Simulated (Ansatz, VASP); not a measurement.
Two plane-wave programs on Y2GeO2

Contents of INCAR:

```
SYSTEM = Y2GeO2
PREC = Accurate ; ENCUT = 520
EDIFF = 1E-7 ; ISMEAR = -1
SIGMA = 0.1 ; LREAL = .False.
LASPH = .True. ; NELM = 100
ALGO = Normal ; ISIF = 2
LWAVE = .False. ; LCHARG = .False.
GGA = PE ; NBANDS = 32
```

KPOINTS

```
regular mesh
0
Gamma
  10 10 10
  0 0 0
```

File POSCAR:

```
Y2GeO2
1.0
    0.0000000000      3.7048810000      0.0000000000
    3.7048810000      0.0000000000      0.0000000000
    1.8524400000      1.8524400000     -5.8593600000
O Ge Y
2 1 2
Direct
    0.2500000000      0.7500000000      0.5000000000
    0.7500000000      0.2500000000      0.5000000000
    0.0000000000      0.0000000000      0.0000000000
    0.3393300000      0.3393300000      0.3213400000
    0.6606700000      0.6606700000      0.6786600000
```

Input for Ansatz:

```yaml
crystal:
  lattice:
    - [0.0, 3.704881, 0.0]
    - [3.704881, 0.0, 0.0]
    - [1.85244, 1.85244, -5.85936]
  atoms:
    - { symbol: O, position: [0.25, 0.75, 0.5] }
    - { symbol: O, position: [0.75, 0.25, 0.5] }
    - { symbol: Ge, position: [0.0, 0.0, 0.0] }
    - { symbol: "Y", position: [0.33933, 0.33933, 0.32134] }
    - { symbol: "Y", position: [0.66067, 0.66067, 0.67866] }
  symmetry: { tolerance: 0.0003 }
kpoints:
  mp_grid: { grid: [10, 10, 10], shift: [0, 0, 0] }
  band_path:
    path:
      - [0.0, 0.0, 0.0]
      - [0.5, 0.5, 0.5]
      - [0.5, 0.5, 0.25]
      - [0.0, 0.5, 0.0]
      - [0.0, 0.0, 0.0]
      - [0.0, 0.0, -0.5]
      - [0.0, 0.45002438, -0.27498781]
      - [0.0, 0.54997562, 0.27498781]
      - [0.0, 0.0, 0.0]
      - [0.5, 0.5, 0.5]
      - [0.45002438, 0.54997562, 0.5]
    npoints: 6
magnetization:
  spin_polarized: false
scf:
  occupations: { method: fermi_dirac }
  lower_state_search: "off"
  max_iter: 200
hamiltonian:
  pseudopotentials: { kind: paw }
  xc: pbe
basis:
  ecutwfc: 420
  fft_grid_basis: typed
output:
  forces: true
  stress: true
  eigenvalues: true
  bader: true
  populations: true
  elf: true
  write_potential: true
  volumetric_format: npy
  dos:
    e_range: [-12, 8]
    de: 0.05
    projected: { site_lists: { Ge: [Ge], O: [O], "Y": ["Y"] } }
checkpoint:
  read: saved_state
```

Alike in both runs: task single point; functional PBE; k mesh 10 × 10 × 10; no spin polarisation.

|  | VASP | Ansatz |
| --- | --- | --- |
| version | VASP 6.6.1 | Ansatz 0.2.0 |
| potentials or method | VASP PAW PBE potentials, release 64 (O, Ge_d, Y_sv), cutoff 520 eV | PAW plane waves |
| occupations | fermi-dirac, width 0.1 eV | fermi-dirac |
| valence electrons in the cell | 48 | 48 |

```tsv
	VASP	Ansatz	Ansatz less VASP
pressure (GPa)	19.4	19.5	+0.04
traceless stress, the component that is largest in VASP (GPa)	1.24	1.31	+0.072
rms of the force components (eV/Å)	0.651	0.645	-0.0065
```

Atom by atom the forces differ by 0.006 eV/Å (rms over components).
